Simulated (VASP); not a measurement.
# HC16 (a cell with a defect) in VASP: relaxation of the atoms with PBE

Aim: the relaxation of the atoms of HC16 (a cell with a defect) with PBE.

Program: VASP 6.6.1. These are calculated values, not measurements. Logs are shortened: lines on timing, memory, paths and dates and some standing lists are left out, and cuts for length are marked.

## (1) The cell of the first run

The cell holds a defect, 17 atoms: a = 5.049 Å, b = 5.049 Å, c = 5.049 Å, α = 60.00°, β = 60.00°, γ = 60.00°.

## (2) Relaxation of the atoms, PBE

File INCAR:

```
SYSTEM = HC16
PREC = Accurate ; ENCUT = 520
EDIFF = 1E-7 ; ISMEAR = 0
SIGMA = 0.05 ; LREAL = Auto
LASPH = .True. ; NELM = 100
ALGO = Normal ; ISIF = 2
LWAVE = .False. ; LCHARG = .False.
GGA = PE ; IBRION = 2
NSW = 80 ; EDIFFG = -0.03
NELECT = 64.0
```

File KPOINTS:

```
Automatic mesh
0
Gamma
  3 3 3
  0 0 0
```

File POSCAR:

```
HC16
1.0
    0.0000000000      3.5700000000      3.5700000000
    3.5700000000      0.0000000000      3.5700000000
    3.5700000000      3.5700000000      0.0000000000
C H
16 1
Direct
    0.0000000000      0.0000000000      0.0000000000
    0.1250000000      0.1250000000      0.1250000000
    0.0000000000      0.0000000000      0.5000000000
    0.1250000000      0.1250000000      0.6250000000
    0.0000000000      0.5000000000      0.0000000000
    0.1250000000      0.6250000000      0.1250000000
    0.0000000000      0.5000000000      0.5000000000
    0.1250000000      0.6250000000      0.6250000000
    0.5000000000      0.0000000000      0.0000000000
    0.6250000000      0.1250000000      0.1250000000
    0.5000000000      0.0000000000      0.5000000000
    0.6250000000      0.1250000000      0.6250000000
    0.5000000000      0.5000000000      0.0000000000
    0.6250000000      0.6250000000      0.1250000000
    0.5000000000      0.5000000000      0.5000000000
    0.6250000000      0.6250000000      0.6250000000
    0.3563405900      0.8993765700     -0.1319646900
```

Potentials or basis: VASP PAW PBE potentials, release 64 (C, H).

Run with:

```
cat potpaw_PBE.64/C/POTCAR potpaw_PBE.64/H/POTCAR > POTCAR
mpirun -np 1 vasp_std > vasp.out
```

OUTCAR:

```text
SYSTEM = HC16
   PREC = Accurate
   ENCUT = 520
   EDIFF = 1E-7
   ISMEAR = 0
   LREAL = Auto
   LASPH = .True.
   NELM = 100
   ISIF = 2
   GGA = PE
   IBRION = 2
   NSW = 80
   EDIFFG = -0.03
   NELECT = 64.0

 ion  position               nearest neighbor table
   1  0.000  0.000  0.000-  17 1.47   4 1.55   6 1.55  10 1.55   2 1.55
   2  0.125  0.125  0.125-   1 1.55   3 1.55   5 1.55   9 1.55
   3  0.000  0.000  0.500-   2 1.55   4 1.55   8 1.55  12 1.55
   4  0.125  0.125  0.625-   1 1.55   3 1.55   7 1.55  11 1.55
   5  0.000  0.500  0.000-   2 1.55   6 1.55   8 1.55  14 1.55
   6  0.125  0.625  0.125-   1 1.55   5 1.55   7 1.55  13 1.55
   7  0.000  0.500  0.500-   4 1.55   6 1.55   8 1.55  16 1.55
   8  0.125  0.625  0.625-   3 1.55   5 1.55   7 1.55  15 1.55
   9  0.500  0.000  0.000-   2 1.55  10 1.55  12 1.55  14 1.55
  10  0.625  0.125  0.125-   1 1.55   9 1.55  11 1.55  13 1.55
  11  0.500  0.000  0.500-   4 1.55  10 1.55  12 1.55  16 1.55
  12  0.625  0.125  0.625-   3 1.55   9 1.55  11 1.55  15 1.55
  13  0.500  0.500  0.000-   6 1.55  10 1.55  14 1.55  16 1.55
  14  0.625  0.625  0.125-   5 1.55   9 1.55  13 1.55  15 1.55
  15  0.500  0.500  0.500-   8 1.55  12 1.55  14 1.55  16 1.55
  16  0.625  0.625  0.625-   7 1.55  11 1.55  13 1.55  15 1.55
  17  0.356  0.899  0.868-   1 1.47

  LATTYP: Found a face centered cubic cell.
 ALAT       =     7.1400000000

  Lattice vectors:

 A1 = (   0.0000000000,   3.5700000000,   3.5700000000)
 A2 = (   3.5700000000,   0.0000000000,   3.5700000000)
 A3 = (   3.5700000000,   3.5700000000,   0.0000000000)

Analysis of symmetry for initial positions (statically):
=====================================================================
 Subroutine PRICEL returns:
 Original cell was already a primitive cell.

 Routine SETGRP: Setting up the symmetry group for a
 face centered cubic supercell.

 Subroutine GETGRP returns: Found  1 space group operations
 (whereof  1 operations were pure point group operations)
 out of a pool of 48 trial point group operations.

The static configuration has the point symmetry C_1 .

Analysis of symmetry for dynamics (positions and initial velocities):
=====================================================================
 Subroutine PRICEL returns:
 Original cell was already a primitive cell.

 Routine SETGRP: Setting up the symmetry group for a
 face centered cubic supercell.

 Subroutine GETGRP returns: Found  1 space group operations
 (whereof  1 operations were pure point group operations)
 out of a pool of 48 trial point group operations.

[... 135 lines left out ...]
   EFERMI_NEDOS =   21; number of points for ismear=-14 and -15
   IALGO  =     38    algorithm
   IMIX   =      4    mixing-type and parameters
     AMIX     =   0.40;   BMIX     =  1.00
     AMIX_MAG =   1.60;   BMIX_MAG =  1.00
  volume/ion in A,a.u.               =       5.35        36.12
  Fermi-wavevector in a.u.,A,eV,Ry     =   1.455872  2.751200 28.838420  2.119564
  Thomas-Fermi vector in A             =   2.572856
   LORBIT       =      0    0 simple, 1 ext, 2 COOP (PROOUT), +10 PAW based schemes
   GGA     = PE    functional components
   LHFCALC =     F    Hartree Fock is set to
   AEXX    =    0.0000 exact exchange contribution
   IVDW    =     0    specifies the selected vdW correction
   LEPSILON=     F    determine dielectric tensor
   LRPA    =     F    only Hartree local field effects (RPA)
 conjugate gradient relaxation of ions
 non-spin polarized calculation
 Gauss-broadening in eV      SIGMA  =   0.05
  energy-cutoff  :      520.00
  volume of cell :       91.00
 maximum number of plane-waves:      2453
 NGX is ok and might be reduce to    40
   NGX = 19   NGY = 19   NGZ = 19

--------------------------------------- Ionic step        1  -------------------------------------------

 number of electron      63.9999994 magnetization

 Free energy of the ion-electron system (eV)
  ---------------------------------------------------
  ext. energy  EPLUGINS =         0.00000000
  ---------------------------------------------------
  free energy    TOTEN  =      -154.32744713 eV

  energy without entropy =     -154.32619654  energy(sigma->0) =     -154.32682183

------------------------ aborting loop because EDIFF is reached ----------------------------------------

  FORCE on cell =-STRESS in cart. coord.  units (eV):
  Direction    XX          YY          ZZ          XY          YZ          ZX
  --------------------------------------------------------------------------------------
  -------------------------------------------------------------------------------------
  Total       -7.8364740     -7.9439092     -7.7623501      0.0971371      0.0913929     -0.1243175
  in kB     -137.9738036   -139.8653737   -136.6687328      1.7102560      1.6091192     -2.1888104
  external PRESSURE =    -138.1693034 kB  Pullay stress =       0.0000000 kB
[... 134 lines left out ...]
  FREE ENERGIE OF THE ION-ELECTRON SYSTEM (eV)
  ---------------------------------------------------
  free  energy   TOTEN  =      -154.4425085563 eV

  energy  without entropy=     -154.4424097696  energy(sigma->0) =     -154.44245916

 E-fermi :   9.9818     XC(G=0): -13.2679

 val. band max:        9.8699240649   @ k =   0.0000   0.0000   0.0000
 cond. band min:      10.0907223749   @ k =   0.0000   0.0000   0.0000
 fundamental gap:      0.2207983099
 Fermi energy:         9.9817667131

 k-point     1 :       0.0000    0.0000    0.0000
  band No.  band energies     occupation
      1     -11.8697      2.00000
      2      -6.1727      2.00000
      3      -5.9042      2.00000
      4      -5.8917      2.00000
      5      -5.8574      2.00000
      6      -5.0272      2.00000
[... 605 lines left out ...]
     40      18.3963      0.00000
     41      18.5952      0.00000

[... ionic steps 4 to 33 ...]

--------------------------------------- Ionic step       34  -------------------------------------------

 number of electron      64.0000000 magnetization

------------------------ aborting loop because EDIFF is reached ----------------------------------------
[... 97 lines left out ...]
--------------------------------------- Ionic step       36  -------------------------------------------

 number of electron      64.0000000 magnetization

 Free energy of the ion-electron system (eV)
  ---------------------------------------------------
  ext. energy  EPLUGINS =         0.00000000
  ---------------------------------------------------
  free energy    TOTEN  =      -155.22703264 eV

  energy without entropy =     -155.22703264  energy(sigma->0) =     -155.22703264

 E-fermi :  10.1671     XC(G=0): -13.2424

 val. band max:        9.8940926565   @ k =   0.0000   0.0000   0.0000
 cond. band min:      12.5376817692   @ k =   0.0000   0.0000   0.0000
 fundamental gap:      2.6435891127
 Fermi energy:        10.1670648891

 k-point     1 :       0.0000    0.0000    0.0000
  band No.  band energies     occupation
      1     -11.9895      2.00000
      2      -6.9395      2.00000
      3      -6.0113      2.00000
      4      -5.9343      2.00000
      5      -5.8826      2.00000
      6      -4.7872      2.00000
[... 649 lines left out ...]
  FREE ENERGIE OF THE ION-ELECTRON SYSTEM (eV)
  ---------------------------------------------------
  free  energy   TOTEN  =      -155.2270326368 eV

  energy  without entropy=     -155.2270326368  energy(sigma->0) =     -155.22703264

 reached required accuracy - stopping structural energy minimisation
```

OSZICAR:

```text
N       E                     dE             d eps       ncg     rms          rms(c)
DAV:   1     0.191395215782E+03    0.19140E+03   -0.34591E+04  1148   0.154E+03
DAV:   2    -0.145155432710E+03   -0.33655E+03   -0.32098E+03  1485   0.281E+02
DAV:   3    -0.158620477788E+03   -0.13465E+02   -0.13330E+02  1408   0.563E+01
[... 318 lines left out ...]
DAV:   6    -0.155227022055E+03   -0.10777E-07   -0.74601E-08   928   0.160E-03
  35 F= -.15522702E+03 E0= -.15522702E+03  d E =-.466250E-03
       N       E                     dE             d eps       ncg     rms          rms(c)
DAV:   1    -0.155227030938E+03   -0.88939E-05   -0.12997E-03  1156   0.213E-01    0.717E-03
DAV:   2    -0.155227032727E+03   -0.17893E-05   -0.22382E-05  1512   0.243E-02    0.465E-03
DAV:   3    -0.155227032637E+03    0.90143E-07   -0.67885E-07  1391   0.487E-03
  36 F= -.15522703E+03 E0= -.15522703E+03  d E =-.476832E-03
```

Wall time 28 min (1 thread of AMD EPYC 7R13 (Zen 3), shared host); peak memory 0.22 GiB.

Results:

```yaml
Free_energy: -155.2270 eV
Energy_gained_by_relaxing: 52.9 meV/atom
Ionic_steps: 36
Largest_force_after_relaxing: 0.030 eV/Å
```

Forces in eV/Å, atoms in the order of the input:
```
C    0.011  0.000 -0.001
C    0.006 -0.004 -0.023
C   -0.001 -0.003  0.009
C    0.002  0.000 -0.002
C   -0.006 -0.003  0.015
C    0.004  0.007 -0.002
C   -0.016 -0.004  0.006
C    0.000  0.000  0.014
C   -0.008  0.003 -0.007
C    0.007 -0.003  0.006
C    0.000 -0.020  0.002
C   -0.001 -0.003  0.001
C    0.008  0.003  0.017
C   -0.001  0.017 -0.004
C    0.005  0.002  0.003
C    0.000 -0.003 -0.011
H   -0.010  0.014 -0.024
```

The path:
| step | energy change (eV) | largest force (eV/Å) | pressure (GPa) |
| --- | --- | --- | --- |
| 1 | 0.0000 | 1.3893 | -13.82 |
| 2 | 0.2548 | 2.5072 | -13.30 |
| 3 | -0.1151 | 0.6667 | -14.44 |
| 4 | -0.1360 | 0.8022 | -14.31 |
| 5 | -0.1396 | 0.8787 | -14.27 |
| 6 | -0.1469 | 0.9164 | -14.25 |
| 7 | -0.1704 | 1.0209 | -14.21 |
| 8 | -0.2237 | 1.1860 | -14.07 |
| 9 | -0.3428 | 1.3814 | -13.68 |
| 10 | -0.5241 | 2.1690 | -12.45 |
| 11 | -0.1836 | 3.4750 | -8.80 |
| 12 | -0.5406 | 2.4381 | -11.85 |
| 13 | -0.5552 | 2.4075 | -11.78 |
| 14 | -0.5927 | 2.3180 | -11.55 |
| 15 | -0.6381 | 2.1240 | -11.10 |
| 16 | -0.6142 | 1.6922 | -10.21 |
| 17 | -0.6464 | 1.9747 | -10.77 |
| 18 | -0.6934 | 1.7571 | -10.92 |
| 19 | -0.7992 | 1.0875 | -11.25 |
| 20 | -0.8530 | 0.7387 | -11.47 |
| 21 | -0.8593 | 0.5908 | -11.47 |
| 22 | -0.8676 | 0.4412 | -11.46 |
| 23 | -0.8798 | 0.2700 | -11.41 |
| 24 | -0.8800 | 0.3119 | -11.40 |
| 25 | -0.8836 | 0.2063 | -11.37 |
| 26 | -0.8876 | 0.2696 | -11.27 |
| 27 | -0.8901 | 0.2442 | -11.21 |
| 28 | -0.8927 | 0.1743 | -11.02 |
| 29 | -0.8948 | 0.1302 | -10.93 |
| 30 | -0.8959 | 0.1404 | -10.81 |
| 31 | -0.8971 | 0.0889 | -10.72 |
| 32 | -0.8980 | 0.0990 | -10.56 |
| 33 | -0.8990 | 0.0749 | -10.44 |
| 34 | -0.8991 | 0.0651 | -10.39 |
| 35 | -0.8996 | 0.0331 | -10.32 |
| 36 | -0.8996 | 0.0296 | -10.31 |

Final structure:
```
CELL_PARAMETERS angstrom
0.00000 3.57000 3.57000
3.57000 0.00000 3.57000
3.57000 3.57000 0.00000
ATOMIC_POSITIONS crystal
C 0.99684 0.97780 0.03251
C 0.13233 0.11462 0.14077
C 0.00709 0.98376 0.51037
C 0.14008 0.12640 0.59837
C 0.00637 0.48895 0.00606
C 0.13376 0.61228 0.12919
C 0.00723 0.49294 0.50101
C 0.13502 0.61050 0.63127
C 0.51021 0.98854 0.00426
C 0.63332 0.12055 0.12168
C 0.51867 0.98993 0.49160
C 0.63455 0.11604 0.62753
C 0.50912 0.49402 0.99993
C 0.63321 0.61503 0.12868
C 0.50897 0.48967 0.50263
C 0.63335 0.61575 0.62538
H 0.21623 0.06261 0.81681
```

Caveat: the k points lie up to 0.51 Å⁻¹ apart; the cell carries a net charge on a neutralising background, which shifts energy and pressure; the cell is charged against a uniform background, so pressure and absolute levels hang on convention.
